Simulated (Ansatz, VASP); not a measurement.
## NaFe: VASP beside Ansatz

INCAR

```
  ALGO = Fast
  EDIFF = 1E-6
  EDIFFG = -0.04
  ENCUT = 600
  GGA = PE
  IBRION = 2
  ISIF = 3
  ISMEAR = 0
  ISPIN = 2
  LASPH = T
  LCHARG = F
  LMAXMIX = 4
  LORBIT = 11
  LREAL = F
  LWAVE = F
  MAGMOM = 0 3.32
  NELM = 150
  NSW = 90
  PREC = Accurate
  SIGMA = 0.1
```

File KPOINTS:

```
k-points
0
Gamma
  6 6 6
```

File POSCAR:

```
NaFe
1.0
    3.1895416935      0.0000000000      0.0000000000
    0.0000000000      3.1895416935      0.0000000000
    0.0000000000      0.0000000000      3.1895416935
Na Fe
1 1
Direct
    0.0000000000      0.0000000000      0.0000000000
    0.5000000000      0.5000000000      0.5000000000
```

Input for Ansatz:

```yaml
crystal:
  lattice:
    - [3.1895416935, 0.0, 0.0]
    - [0.0, 3.1895416935, 0.0]
    - [0.0, 0.0, 3.1895416935]
  atoms:
    - { symbol: Na, position: [0.0, 0.0, 0.0] }
    - { symbol: Fe, position: [0.5, 0.5, 0.5], spin: 3.32 }
basis:
  ecutwfc: 420
kpoints:
  mp_grid: { grid: [6, 6, 6] }
hamiltonian:
  xc: pbe
scf:
  occupations: { method: gaussian, width: 0.1 }
  lower_state_search: "off"
output:
  forces: true
  stress: true
  eigenvalues: true
  populations: true
magnetization:
  spin_polarized: true
relax:
  adjacent_minimum: "off"
  f_tol: 0.04
  max_steps: 70
  cell: { stress_tol: 0.4 }
```

Alike in both runs: task relaxation of cell and atoms; functional PBE; k mesh 6 × 6 × 6; occupations gaussian, width 0.1 eV; collinear spin.

|  | VASP | Ansatz |
| --- | --- | --- |
| version | VASP 6.6.1 | Ansatz 0.2.0 |
| potentials or method | VASP PAW PBE potentials, release 64 (Na_pv, Fe), cutoff 600 eV | scalar-relativistic, plane waves, PAW |
| valence electrons in the cell | 15 | 25 |

```tsv
	VASP	Ansatz	Ansatz less VASP
gap on the k mesh at the Fermi level, each at its own relaxed structure (eV)	none	none	-
net moment per atom (μB)	1.50	1.50	+0.002
size of the moment on the site where the two differ most (μB)	3.06	3.12	+0.056
relaxed volume (Å³/atom)	19.92	19.68	-0.242
relaxed length of the cell vector where the two differ most in proportion (Å)	3.416	3.402	-0.0139
```

Site moments also hang on the region over which each program counts them. A gap of «none» marks a metal or a gap that the smearing closes. VASP's potentials hold 15 valence electrons a cell and Ansatz's 25, so a difference there can come from the potentials and not from the codes.

Noted on VASP's run: the volume moved by over 15 % at a fixed basis, so the end points are rough.
